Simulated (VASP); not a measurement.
The system is KCl.

```xyz
2
Lattice="0.0000 3.1419 3.1419 3.1419 0.0000 3.1419 3.1419 3.1419 0.0000" Properties=species:S:1:pos:R:3 pbc="T T T"
K     0.0000    0.0000    0.0000
Cl    3.1419    3.1419    3.1419
```

| Item | Value |
| --- | --- |
| Program | VASP 6.6.1 |
| Task | relaxation of cell and atoms |
| Functional | LDA |
| Potentials or basis | VASP PAW LDA potentials, release 64 (K_sv, Cl) |
| Cutoff | 500 eV |
| k mesh | 6 × 6 × 6 |
| Occupations | gaussian, width 0.02 eV |
| Spin | no spin polarisation |

At the start: pressure -1.9 GPa; volume 31.01 Å³/atom.

Task: How do energy, volume and symmetry change on relaxing?

Result: Over 4 steps the energy falls by 18.3 meV/atom and the volume is 28.15 Å³/atom (-9.2 %); space group Fm-3m (No. 225, to 0.1 Å) before and after.

Step by step:
| step | energy change (eV) | largest force (eV/Å) | pressure (GPa) | volume (Å³) |
| --- | --- | --- | --- | --- |
| 1 | 0.0000 | 0.0000 | -1.87 | 62.03 |
| 2 | -0.0287 | 0.0000 | -0.97 | 58.84 |
| 3 | -0.0366 | 0.0000 | -0.09 | 56.51 |
| 4 | -0.0367 | 0.0000 | 0.00 | 56.30 |

Final structure:
```
K Cl
1.0
     0.00000    3.04193    3.04193
     3.04193    0.00000    3.04193
     3.04193    3.04193    0.00000
K Cl
1 1
Cartesian
  6.0839 3.0419 3.0419
  3.0419 3.0419 3.0419
```
